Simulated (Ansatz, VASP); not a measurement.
**One calculation of Se, two programs**

```
Se
1.0
     5.16212    0.00000    0.00000
     0.00000    5.16212    0.00000
     0.00000    0.00000    5.16212
Se
4
Direct
  0.00000 0.50000 0.50000
  0.50000 0.00000 0.50000
  0.50000 0.50000 0.00000
  0.50000 0.50000 0.50000
```

Alike in both runs: task relaxation of cell and atoms; functional PBE; k mesh 10 × 10 × 10; occupations gaussian, width 0.1 eV; no spin polarisation.

```csv
,VASP,Ansatz
version,VASP 6.6.1,Ansatz 0.2.0
potentials or method,"VASP PAW PBE potentials, release 64 (Se), cutoff 600 eV","scalar-relativistic, plane waves, PAW"
valence electrons in the cell,24,64
```

|  | VASP | Ansatz | Ansatz less VASP |
| --- | --- | --- | --- |
| gap on the k mesh at the Fermi level, each at its own relaxed structure (eV) | none | none | - |
| relaxed volume (Å³/atom) | 33.93 | 33.90 | -0.033 |
| relaxed cell length with the largest relative difference (Å) | 5.139 | 5.137 | -0.0016 |

A gap of «none» marks a metal or a gap that the smearing closes. VASP's potentials hold 24 valence electrons a cell and Ansatz's 64, so a difference there can come from the potentials and not from the codes.
